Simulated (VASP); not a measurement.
# RbH6Pt (P6/mmm) in VASP: further runs, part 2 of 2

VASP 6.6.1. Earlier steps stand in the parts before.

## 3. Relaxation of cell and atoms, PBE

This run uses another cell than the first one, of 35.82 Å³/atom.

Input file INCAR:

```
SYSTEM = RbH6Pt
PREC = Accurate
ENCUT = 600
EDIFF = 1E-7
ISMEAR = 0
SIGMA = 0.1
LREAL = .False.
LASPH = .True.
NELM = 100
ALGO = Fast
ISIF = 3
LWAVE = .False.
LCHARG = .False.
GGA = PE
IBRION = 2
NSW = 100
EDIFFG = -0.01
```

Input file KPOINTS:

```
Automatic mesh
0
Gamma
  6 6 6
  0 0 0
```

Input file POSCAR:

```
RbH6Pt
1.0
    7.4165686535      0.0000000000      0.0000000000
   -3.7082843267      6.4229368628      0.0000000000
    0.0000000000      0.0000000000      6.0162075770
Rb H Pt
1 6 1
Direct
    0.0000000000      0.0000000000      0.0000000000
    0.5292240410      0.4707759590      0.0000000000
    0.5292240410      0.0584480820      0.0000000000
    0.9415519180      0.4707759590      0.0000000000
    0.4707759590      0.5292240410      0.0000000000
    0.4707759590      0.9415519180      0.0000000000
    0.0584480820      0.5292240410      0.0000000000
    0.0000000000      0.0000000000      0.5000000000
```

Potentials or basis: VASP PAW PBE potentials, release 64 (Rb_sv, H, Pt).

On the command line:

```console
> cat potpaw_PBE.64/Rb_sv/POTCAR potpaw_PBE.64/H/POTCAR potpaw_PBE.64/Pt/POTCAR > POTCAR
> mpirun -np 1 vasp_std > vasp.out
```

OUTCAR:

```text
SYSTEM = RbH6Pt
   PREC = Accurate
   ENCUT = 600
   EDIFF = 1E-7
   ISMEAR = 0
   LREAL = .False.
   LASPH = .True.
   NELM = 100
   ISIF = 3
   GGA = PE
   IBRION = 2
   NSW = 100
   EDIFFG = -0.01

 ion  position               nearest neighbor table
   1  0.000  0.000  0.000-   8 3.01   8 3.01
   2  0.529  0.471  0.000-   5 0.75
   3  0.529  0.058  0.000-   6 0.75
   4  0.942  0.471  0.000-   7 0.75
   5  0.471  0.529  0.000-   2 0.75
   6  0.471  0.942  0.000-   3 0.75
   7  0.058  0.529  0.000-   4 0.75
   8  0.000  0.000  0.500-   1 3.01   1 3.01

  LATTYP: Found a hexagonal cell.
 ALAT       =     7.4165686535
 C/A-ratio  =     0.8111847753

  Lattice vectors:

 A1 = (   7.4165686535,   0.0000000000,   0.0000000000)
 A2 = (  -3.7082843267,   6.4229368628,   0.0000000000)
 A3 = (   0.0000000000,   0.0000000000,   6.0162075770)

Analysis of symmetry for initial positions (statically):
=====================================================================
 Subroutine PRICEL returns:
 Original cell was already a primitive cell.

 Routine SETGRP: Setting up the symmetry group for a
 hexagonal supercell.

[... 188 lines left out ...]
  -------------------------------------------------------------------------------------
  Total       -0.0004871     -0.0004871      0.1228292     -0.0000000     -0.0000000      0.0000000
  in kB       -0.0027234     -0.0027234      0.6866773     -0.0000000     -0.0000000      0.0000000
  external PRESSURE =       0.2270768 kB  Pullay stress =       0.0000000 kB
[... 155 lines left out ...]
--------------------------------------- Ionic step        5  -------------------------------------------

 number of electron      25.0000005 magnetization

 Free energy of the ion-electron system (eV)
  ---------------------------------------------------
  ext. energy  EPLUGINS =         0.00000000
  ---------------------------------------------------
  free energy    TOTEN  =       -24.45048466 eV

  energy without entropy =      -24.37048281  energy(sigma->0) =      -24.41048374

 E-fermi :  -2.6811     XC(G=0):  -4.5099

 val. band max:       -2.7437839768   @ k =   0.3333   0.3333   0.3333
 cond. band min:      -2.4345311440   @ k =   0.0000   0.0000   0.5000
 fundamental gap:      0.3092528328
 Fermi energy:        -2.6810946317

 k-point     1 :       0.0000    0.0000    0.0000
  band No.  band energies     occupation
      1     -29.4127      2.00000
      2     -13.5563      2.00000
      3     -13.5563      2.00000
      4     -13.5014      2.00000
      5      -9.4736      2.00000
      6      -9.0412      2.00000
[... 457 lines left out ...]
      4     -13.5610      2.00000
      5      -9.3699      2.00000
      6      -9.1330      2.00000
[... 9 lines left out ...]
     16       0.8936      0.00000
     17       1.1399      0.00000

 [... further k-points ...]

------------------------ aborting loop because EDIFF is reached ----------------------------------------

  FORCE on cell =-STRESS in cart. coord.  units (eV):
  Direction    XX          YY          ZZ          XY          YZ          ZX
  --------------------------------------------------------------------------------------
  -------------------------------------------------------------------------------------
  Total        0.0312836      0.0312836      0.0448517      0.0000000     -0.0000000     -0.0000000
  in kB        0.1739219      0.1739219      0.2493541      0.0000000     -0.0000000     -0.0000000
  external PRESSURE =       0.1990660 kB  Pullay stress =       0.0000000 kB
[... 23 lines left out ...]
  FREE ENERGIE OF THE ION-ELECTRON SYSTEM (eV)
  ---------------------------------------------------
  free  energy   TOTEN  =       -24.4504846648 eV

  energy  without entropy=      -24.3704828115  energy(sigma->0) =      -24.41048374

 reached required accuracy - stopping structural energy minimisation
```

OSZICAR:

```text
N       E                     dE             d eps       ncg     rms          rms(c)
DAV:   1     0.137583508454E+03    0.13758E+03   -0.92083E+03   952   0.121E+03
DAV:   2    -0.118476588457E+02   -0.14943E+03   -0.14553E+03  1543   0.194E+02
DAV:   3    -0.260960027514E+02   -0.14248E+02   -0.14071E+02  1011   0.683E+01
[... 58 lines left out ...]
RMM:   7    -0.244504830770E+02   -0.55863E-05   -0.45285E-05  1133   0.262E-02    0.128E-02
RMM:   8    -0.244504858190E+02   -0.27420E-05   -0.25614E-05  1120   0.241E-02    0.135E-02
RMM:   9    -0.244504843285E+02    0.14905E-05   -0.63129E-06  1024   0.134E-02    0.216E-03
RMM:  10    -0.244504846275E+02   -0.29898E-06   -0.18061E-06   918   0.489E-03    0.960E-04
RMM:  11    -0.244504846648E+02   -0.37363E-07   -0.43737E-07   715   0.263E-03
   5 F= -.24450485E+02 E0= -.24410484E+02  d E =-.336614E-03
```

CONTCAR:

```text
RbH6Pt
   1.00000000000000
     7.4219426544234715    0.0000000000000418   -0.0000000000000000
    -3.7109713271616629    6.4275908841195744   -0.0000000000000000
     0.0000000000000000   -0.0000000000000000    6.0409706441624564
  Rb              H               Pt
     1     6     1
Direct
     0.0000000000000000    0.0000000000000000    0.0000000000000000
     0.5291729631784636    0.4708270368215363    0.0000000000000000
     0.5291729631784636    0.0583459263569274    1.0000000000000000
     0.9416540736430726    0.4708270368215363    0.0000000000000000
     0.4708270368215363    0.5291729631784636    1.0000000000000000
     0.4708270368215363    0.9416540736430726    0.0000000000000000
     0.0583459263569274    0.5291729631784636    1.0000000000000000
     0.0000000000000000    0.0000000000000000    0.5000000000000000

  0.00000000E+00  0.00000000E+00  0.00000000E+00
  0.00000000E+00  0.00000000E+00  0.00000000E+00
  0.00000000E+00  0.00000000E+00  0.00000000E+00
  0.00000000E+00  0.00000000E+00  0.00000000E+00
  0.00000000E+00  0.00000000E+00  0.00000000E+00
  0.00000000E+00  0.00000000E+00  0.00000000E+00
  0.00000000E+00  0.00000000E+00  0.00000000E+00
  0.00000000E+00  0.00000000E+00  0.00000000E+00
```

Run time: 16 min. Hardware: 1 thread of Oxide Virtual Turin-like, shared host; peak memory 0.53 GiB.

Results:

| Item | Value |
| --- | --- |
| Free energy | -24.4505 eV |
| Relaxed volume | 36.02 Å³/atom |
| Relaxed cell | a = 7.422 Å, b = 7.422 Å, c = 6.041 Å, α = 90.00°, β = 90.00°, γ = 120.00° |
| Space group after relaxing (to 0.1 Å) | P6/mmm (No. 191) |
| Energy gained by relaxing | 0.0 meV/atom |
| Ionic steps | 5 |
| Pressure after relaxing | 0.0 GPa |
| Largest force after relaxing | 0.005 eV/Å |
| Band gap on the k mesh | zero (an odd number of electrons rules out a gap without spin polarisation) |

Forces in eV/Å, atoms in the order of the input:
```
Rb   0.000  0.000  0.000
H    0.005 -0.003  0.000
H    0.000  0.005  0.000
H   -0.005 -0.003  0.000
H   -0.005  0.003  0.000
H    0.000 -0.005  0.000
H    0.005  0.003  0.000
Pt   0.000  0.000  0.000
```

The path:
```csv
step,energy change (eV),largest force (eV/Å),pressure (GPa),volume (Å³)
1,0.0000,0.0215,0.02,286.59
2,0.0000,0.0502,0.05,286.80
3,-0.0001,0.0138,0.04,286.69
4,-0.0002,0.0116,0.03,287.07
5,-0.0004,0.0052,0.02,288.19
```

Final structure:
```
Rb H Pt
1.0
     7.42194    0.00000    0.00000
    -3.71097    6.42759    0.00000
     0.00000    0.00000    6.04097
Rb H Pt
1 6 1
Cartesian
  0.0000 0.0000 0.0000
  2.1803 3.0263 0.0000
  3.7110 0.3750 6.0410
  5.2417 3.0263 0.0000
  1.5307 3.4013 6.0410
  0.0000 6.0526 0.0000
  -1.5307 3.4013 6.0410
  0.0000 0.0000 3.0205
```

Caveat: spin-orbit coupling is left out, which moves the levels of the heavy elements; an odd number of electrons without spin polarisation forces a metal; a magnetic or distorted state may lie lower.

The gap in the log of VASP goes by the Fermi energy; the results here count the filled bands.